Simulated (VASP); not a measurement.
# MgTl (Pm-3m) in VASP: a series of runs

MgTl is run at these levels: LDA; tasks: single point, relaxation of cell and atoms.

All numbers are computed with VASP 6.6.1; they aren't measurements. Logs are shortened: lines on timing, memory, paths and dates and some standing lists are left out, and cuts for length are marked.

## Step 1: The cell of the first run

Symmetry: Pm-3m, No. 221, cubic system. Conventional cell: a = 3.570 Å, b = 3.570 Å, c = 3.570 Å, α = 90.00°, β = 90.00°, γ = 90.00°. Mg (site symmetry m-3m) has 8 Tl at 3.09 Å and 6 Mg at 3.57 Å within 4.1 Å. Tl (site symmetry m-3m) has 8 Mg at 3.09 Å and 6 Tl at 3.57 Å within 4.1 Å.

## Step 2: Single point, LDA

File INCAR:

```
SYSTEM = MgTl
  PREC = Accurate
  ENCUT = 520
  EDIFF = 1E-6
  ISMEAR = 0
  SIGMA = 0.1
  LREAL = .FALSE.
  LASPH = .TRUE.
  NELM = 100
  ALGO = Normal
  ISIF = 2
  LWAVE = .FALSE.
  LCHARG = .FALSE.
  NBANDS = 14
```

File KPOINTS:

```
regular mesh
0
G
  12 12 12
  0 0 0
```

File POSCAR:

```
MgTl
1.0
    3.5697702524      0.0000000000      0.0000000000
    0.0000000000      3.5697702524      0.0000000000
    0.0000000000      0.0000000000      3.5697702524
Mg Tl
1 1
Direct
    0.0000000000      0.0000000000      0.0000000000
    0.5000000000      0.5000000000      0.5000000000
```

Potentials or basis: VASP PAW LDA potentials, release 64 (Mg, Tl_d).

On the command line:

```bash
> cat potpaw_LDA.64/Mg/POTCAR potpaw_LDA.64/Tl_d/POTCAR > POTCAR
> mpirun -np 1 vasp_std > vasp.out
```

OUTCAR:

```text
SYSTEM = MgTl
   PREC = Accurate
   ENCUT = 520
   EDIFF = 1E-6
   ISMEAR = 0
   LREAL = .FALSE.
   LASPH = .TRUE.
   NELM = 100
   ISIF = 2

 ion  position               nearest neighbor table
   1  0.000  0.000  0.000-   2 3.09   2 3.09   2 3.09   2 3.09   2 3.09   2 3.09   2 3.09   2 3.09

   2  0.500  0.500  0.500-   1 3.09   1 3.09   1 3.09   1 3.09   1 3.09   1 3.09   1 3.09   1 3.09

  LATTYP: Found a simple cubic cell.
 ALAT       =     3.5697702524

  Lattice vectors:

 A1 = (   3.5697702524,   0.0000000000,   0.0000000000)
 A2 = (   0.0000000000,   3.5697702524,   0.0000000000)
 A3 = (   0.0000000000,   0.0000000000,   3.5697702524)

Analysis of symmetry for initial positions (statically):
=====================================================================
 Subroutine PRICEL returns:
 Original cell was already a primitive cell.

 Routine SETGRP: Setting up the symmetry group for a
 simple cubic supercell.

 Subroutine GETGRP returns: Found 48 space group operations
 (whereof 48 operations were pure point group operations)
 out of a pool of 48 trial point group operations.

The static configuration has the point symmetry O_h .

Analysis of symmetry for dynamics (positions and initial velocities):
=====================================================================
 Subroutine PRICEL returns:
 Original cell was already a primitive cell.

 Routine SETGRP: Setting up the symmetry group for a
 simple cubic supercell.

 Subroutine GETGRP returns: Found 48 space group operations
 (whereof 48 operations were pure point group operations)
 out of a pool of 48 trial point group operations.

The dynamic configuration has the point symmetry O_h .

 Subroutine INISYM returns: Found 48 space group operations
 (whereof 48 operations are pure point group operations),
 and found     1 'primitive' translations

----------------------------------------------------------------------------------------

                                     Primitive cell

  volume of cell :      45.4905

  direct lattice vectors                    reciprocal lattice vectors
     3.569770252  0.000000000  0.000000000     0.280130073  0.000000000  0.000000000
     0.000000000  3.569770252  0.000000000     0.000000000  0.280130073  0.000000000
     0.000000000  0.000000000  3.569770252     0.000000000  0.000000000  0.280130073

  length of vectors
     3.569770252  3.569770252  3.569770252     0.280130073  0.280130073  0.280130073

  position of ions in fractional coordinates (direct lattice)
     0.000000000  0.000000000  0.000000000
     0.500000000  0.500000000  0.500000000

  ion indices of the primitive-cell ions
   primitive index   ion index
                 1           1
                 2           2

----------------------------------------------------------------------------------------

 KPOINTS: regular mesh

Automatic generation of k-mesh.
 Grid dimensions read from file:
 generate k-points for:   12   12   12

 Generating k-lattice:

  Cartesian coordinates                     Fractional coordinates (reciprocal lattice)
     0.023344173  0.000000000  0.000000000     0.083333333  0.000000000  0.000000000
     0.000000000  0.023344173  0.000000000     0.000000000  0.083333333  0.000000000
     0.000000000  0.000000000  0.023344173     0.000000000  0.000000000  0.083333333

  Length of vectors
     0.023344173  0.023344173  0.023344173

  Shift w.r.t. Gamma in fractional coordinates (k-lattice)
     0.000000000  0.000000000  0.000000000

 Subroutine IBZKPT returns following result:
 ===========================================

 Found     84 irreducible k-points:

 Following reciprocal coordinates:
            Coordinates               Weight
  0.000000  0.000000  0.000000      1.000000
  0.083333  0.000000  0.000000      6.000000
  0.166667  0.000000  0.000000      6.000000
  0.250000  0.000000  0.000000      6.000000
  0.333333  0.000000  0.000000      6.000000
  0.416667  0.000000  0.000000      6.000000
[... 16 lines left out ...]
  0.333333  0.333333  0.000000     12.000000
  0.416667  0.333333  0.000000     24.000000
 [... further k-points ...]
   k-points           NKPTS =     84   k-points in BZ     NKDIM =     84   number of bands    NBANDS=     14
   number of dos      NEDOS =    301   number of ions     NIONS =      2
   total plane-waves  NPLWV =  21952
   dimension x,y,z NGX =    28 NGY =   28 NGZ =   28
   dimension x,y,z NGXF=    56 NGYF=   56 NGZF=   56
   ions per type =               1   1
   NGX,Y,Z   is equivalent  to a cutoff of  13.04, 13.04, 13.04 a.u.
   NGXF,Y,Z  is equivalent  to a cutoff of  26.08, 26.08, 26.08 a.u.
 SYSTEM =  MgTl
   PREC   = accura    normal or accurate (medium, high low for compatibility)
   ISTART =      0    job   : 0-new  1-cont  2-samecut
   ICHARG =      2    charge: 1-file 2-atom 10-const
   ISPIN  =      1    spin polarized calculation?
   LNONCOLLINEAR =      F non collinear calculations
   LSORBIT =      F    spin-orbit coupling
   LASPH  =      T    aspherical Exc in radial PAW
   ENCUT  =  520.0 eV  38.22 Ry    6.18 a.u.   6.64  6.64  6.64*2*pi/ulx,y,z
   NELM   =    100;   NELMIN=  2; NELMDL= -5     # of ELM steps
   EDIFF  = 0.1E-05   stopping-criterion for ELM
   LREAL  =      F    real-space projection
   EDIFFG = 0.1E-04   stopping-criterion for IOM
   NSW    =      0    number of steps for IOM
   IBRION =     -1    ionic relax: 0-MD 1-quasi-New 2-CG
   NFREE  =      0    steps in history (QN), initial steepest desc. (CG)
   ISIF   =      2    stress and relaxation
   ISYM   =      2    0-nonsym 1-usesym 2-fastsym
   POTIM  = 0.5000    time-step for ionic-motion
   TEBEG  =    0.0;   TEEND  =   0.0 temperature during run
   PSTRESS=    0.0 pullay stress
   NELECT =      15.0000    total number of electrons
   NUPDOWN=      -1.0000    fix difference up-down
   EMIN   =  10.00;   EMAX   =-10.00  energy-range for DOS
   EFERMI =   0.00;   METHOD = LEGACY
   ISMEAR =     0;   SIGMA  =   0.10  broadening in eV -4-tet -1-fermi 0-gaus
   EFERMI_NEDOS =   21; number of points for ismear=-14 and -15
   IALGO  =     38    algorithm
   IMIX   =      4    mixing-type and parameters
     AMIX     =   0.40;   BMIX     =  1.00
     AMIX_MAG =   1.60;   BMIX_MAG =  1.00
  volume/ion in A,a.u.               =      22.75       153.49
  Fermi-wavevector in a.u.,A,eV,Ry     =   1.131006  2.137292 17.404233  1.279175
  Thomas-Fermi vector in A             =   2.267704
   LORBIT       =      0    0 simple, 1 ext, 2 COOP (PROOUT), +10 PAW based schemes
   GGA     = CA    functional components
   LHFCALC =     F    Hartree Fock is set to
   AEXX    =    0.0000 exact exchange contribution
   IVDW    =     0    specifies the selected vdW correction
   LEPSILON=     F    determine dielectric tensor
   LRPA    =     F    only Hartree local field effects (RPA)
 non-spin polarized calculation
 Gauss-broadening in eV      SIGMA  =   0.10
  energy-cutoff  :      520.00
  volume of cell :       45.49
 maximum number of plane-waves:      1253
 NGX is ok and might be reduce to    28
   NGX = 13   NGY = 13   NGZ = 13

 number of electron      15.0000003 magnetization

 Free energy of the ion-electron system (eV)
  ---------------------------------------------------
  ext. energy  EPLUGINS =         0.00000000
  ---------------------------------------------------
  free energy    TOTEN  =        -5.06924362 eV

  energy without entropy =       -5.06660936  energy(sigma->0) =       -5.06792649

 E-fermi :   5.8754     XC(G=0): -10.2141

 val. band max:        5.7939182931   @ k =   0.1667   0.1667   0.1667
 cond. band min:       5.8976982692   @ k =   0.4167   0.2500   0.0000
 fundamental gap:      0.1037799761
 Fermi energy:         5.8753786256

 k-point     1 :       0.0000    0.0000    0.0000
  band No.  band energies     occupation
      1      -6.0359      2.00000
      2      -6.0359      2.00000
      3      -5.6246      2.00000
      4      -5.6246      2.00000
      5      -5.6246      2.00000
      6      -4.0823      2.00000
      7       8.3250      0.00000
      8       8.3250      0.00000
      9       8.3250      0.00000
     10       9.6739      0.00000
     11      11.3207      0.00000
     12      11.3207      0.00000
     13      20.0138      0.00000
     14      20.0140      0.00000

 k-point     2 :       0.0833    0.0000    0.0000
  band No.  band energies     occupation
      1      -6.0332      2.00000
      2      -6.0134      2.00000
      3      -5.6350      2.00000
      4      -5.6350      2.00000
      5      -5.6235      2.00000
      6      -3.9975      2.00000
      7       7.1815      0.00000
      8       8.4219      0.00000
      9       8.4219      0.00000
     10      10.1530      0.00000
     11      11.3533      0.00000
     12      12.1712      0.00000
     13      18.7640      0.00000
     14      18.7640      0.00000

 k-point     3 :       0.1667    0.0000    0.0000
  band No.  band energies     occupation
      1      -6.0257      2.00000
      2      -5.9547      2.00000
      3      -5.6632      2.00000
      4      -5.6632      2.00000
      5      -5.6205      2.00000
      6      -3.7401      2.00000
      7       5.5203      2.00000
      8       8.7063      0.00000
      9       8.7063      0.00000
     10      10.4963      0.00000
     11      11.4484      0.00000
     12      14.0469      0.00000
     13      17.2623      0.00000
     14      17.2623      0.00000
[... 324 lines left out ...]
 k-point    23 :       0.3333    0.3333    0.0000
  band No.  band energies     occupation
      1      -5.9266      2.00000
      2      -5.8966      2.00000
      3      -5.7250      2.00000
      4      -5.7221      2.00000
      5      -5.5844      2.00000
      6      -1.4601      2.00000
      7       3.7455      2.00000
      8       3.9583      2.00000
      9       8.6182      0.00000
     10      11.2355      0.00000
     11      12.9848      0.00000
     12      14.8116      0.00000
     13      15.5113      0.00000
     14      16.7362      0.00000

 k-point    24 :       0.4167    0.3333    0.0000
  band No.  band energies     occupation
      1      -5.9674      2.00000
      2      -5.8850      2.00000
      3      -5.7502      2.00000
      4      -5.7199      2.00000
      5      -5.5214      2.00000
      6      -0.8645      2.00000
      7       2.7080      2.00000
      8       4.4579      2.00000
      9       7.5971      0.00000
     10      11.9102      0.00000
     11      13.5117      0.00000
     12      14.2437      0.00000
     13      14.9518      0.00000
     14      16.8658      0.00000

 [... further k-points ...]
[... 5 lines left out ...]
  --------------------------------------------------------------------------------------
  -------------------------------------------------------------------------------------
  Total       -0.0842656     -0.0842656     -0.0842656      0.0000000     -0.0000000     -0.0000000
  in kB       -2.9678391     -2.9678391     -2.9678391      0.0000000     -0.0000000     -0.0000000
  external PRESSURE =      -2.9678391 kB  Pullay stress =       0.0000000 kB

 VOLUME and BASIS-vectors are now :
 -----------------------------------------------------------------------------
  energy-cutoff  :      520.00
  volume of cell :       45.49
      direct lattice vectors                 reciprocal lattice vectors
     3.569770252  0.000000000  0.000000000     0.280130073  0.000000000  0.000000000
     0.000000000  3.569770252  0.000000000     0.000000000  0.280130073  0.000000000
     0.000000000  0.000000000  3.569770252     0.000000000  0.000000000  0.280130073

 POSITION                                       TOTAL-FORCE (eV/Angst)
 -----------------------------------------------------------------------------------
      0.00000      0.00000      0.00000         0.000000      0.000000      0.000000
      1.78489      1.78489      1.78489         0.000000      0.000000      0.000000
 -----------------------------------------------------------------------------------
    total drift:                                0.000000      0.000000      0.000000

  FREE ENERGIE OF THE ION-ELECTRON SYSTEM (eV)
  ---------------------------------------------------
  free  energy   TOTEN  =        -5.0692436184 eV

  energy  without entropy=       -5.0666093571  energy(sigma->0) =       -5.06792649
```

Wall time 23 s (1 thread of Intel Xeon Platinum 8488C (Sapphire Rapids), shared host); peak memory 0.18 GiB.

What came out:

* Free energy: -5.0692 eV
* Pressure: -0.3 GPa
* Band gap on the k mesh: zero (an odd number of electrons rules out a gap without spin polarisation)

Caveat: spin-orbit coupling is left out, which moves the levels of the heavy elements.

## Step 3: Relaxation of cell and atoms, LDA

This run uses another cell than the first one, of 25.19 Å³/atom.

File INCAR:

```
SYSTEM = MgTl
PREC = Accurate ; ENCUT = 600
EDIFF = 1E-7 ; ISMEAR = 0
SIGMA = 0.1 ; LREAL = .FALSE.
LASPH = .TRUE. ; NELM = 100
ALGO = Fast ; ISIF = 3
LWAVE = .FALSE. ; LCHARG = .FALSE.
GGA = CA ; IBRION = 2
NSW = 70 ; EDIFFG = -0.005
```

KPOINTS is that of step 2.

File POSCAR:

```
MgTl
1.0
    3.6934863095      0.0000000000      0.0000000000
    0.0000000000      3.6934863095      0.0000000000
    0.0000000000      0.0000000000      3.6934863095
Mg Tl
1 1
Direct
    0.0000000000      0.0000000000      0.0000000000
    0.5000000000      0.5000000000      0.5000000000
```

Potentials or basis: VASP PAW LDA potentials, release 64 (Mg, Tl_d).

On the command line:

```bash
> cat potpaw_LDA.64/Mg/POTCAR potpaw_LDA.64/Tl_d/POTCAR > POTCAR
> mpirun -np 1 vasp_std > vasp.out
```

It took 78 s on 1 thread of Intel Xeon Platinum 8488C (Sapphire Rapids), shared host; peak memory 0.21 GiB.

It converged, with:

| Quantity | Value |
| --- | --- |
| Free energy | -5.0697 eV |
| Relaxed volume | 22.64 Å³/atom |
| Relaxed cell | a = 3.564 Å, b = 3.564 Å, c = 3.564 Å, α = 90.00°, β = 90.00°, γ = 90.00° |
| Space group after relaxing (to 0.1 Å) | Pm-3m (No. 221) |
| Energy gained by relaxing | 33.6 meV/atom |
| Ionic steps | 3 |
| Pressure after relaxing | 0.0 GPa |
| Band gap on the k mesh | zero (an odd number of electrons rules out a gap without spin polarisation) |

Step by step:
| step | energy change (eV) | largest force (eV/Å) | pressure (GPa) | volume (Å³) |
| --- | --- | --- | --- | --- |
| 1 | 0.0000 | 0.0000 | -3.78 | 50.39 |
| 2 | -0.0646 | 0.0000 | -0.89 | 46.18 |
| 3 | -0.0672 | 0.0000 | -0.02 | 45.28 |

Final structure:
```xyz
2
Lattice="3.5641 0.0000 0.0000 0.0000 3.5641 0.0000 0.0000 0.0000 3.5641" Properties=species:S:1:pos:R:3 pbc="T T T"
Mg    0.0000    0.0000    0.0000
Tl    1.7821    1.7821    1.7821
```

Levels at points of the mesh, in eV from the Fermi level:
```
           k point  band 3  band 4  band 5  band 6  band 7  band 8  band 9  band 10  band 11
(0.00, 0.00, 0.00)  -11.51  -11.51  -11.51   -9.99    2.45    2.45    2.45     3.84     5.45
(0.50, 0.00, 0.00)  -11.66  -11.63  -11.49   -7.59   -5.14    4.77    4.77     6.12     6.38
(0.50, 0.50, 0.00)  -11.64  -11.64  -11.29   -5.55   -2.77   -2.77   -0.19     7.55     8.37
(0.50, 0.50, 0.50)  -11.87  -11.28  -11.28   -3.57   -0.40   -0.40   -0.40     2.18     2.26
```

Caveat: spin-orbit coupling is left out, which moves the levels of the heavy elements. Zero-point motion and thermal expansion aren't in these numbers.
